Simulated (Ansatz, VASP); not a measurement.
Ti: VASP beside Ansatz

```
Ti
1.0
    -1.84205    1.84205    1.30233
     1.84205   -1.84205    1.30233
     1.84205    1.84205   -1.30233
Ti
1
Direct
  0.00000 0.00000 0.00000
```

Alike in both runs: task single point; functional LDA; k mesh 22 × 22 × 22; occupations gaussian, width 0.15 eV; no spin polarisation.

|  | VASP | Ansatz |
| --- | --- | --- |
| version | VASP 6.6.1 | Ansatz 0.2.0 |
| potentials or method | VASP PAW LDA potentials, release 64 (Ti_sv), cutoff 520 eV | scalar-relativistic, plane waves, PAW |
| valence electrons in the cell | 12 | 12 |

Ansatz gave:

| Property | Result |
| --- | --- |
| gap on the k mesh at the Fermi level (eV) | none |
| pressure (GPa) | -10.1 |
| traceless stress, the component that is largest in VASP (GPa) | 9.03 |

Task: Estimate VASP's values.

Result: gap on the k mesh at the Fermi level (eV): none; pressure (GPa): -10.4; traceless stress, the component that is largest in VASP (GPa): 9.03.

LDA's correlation is that of Perdew and Zunger in VASP and of Perdew and Wang (1992) in Ansatz. A gap of «none» marks a metal or a gap that the smearing closes.
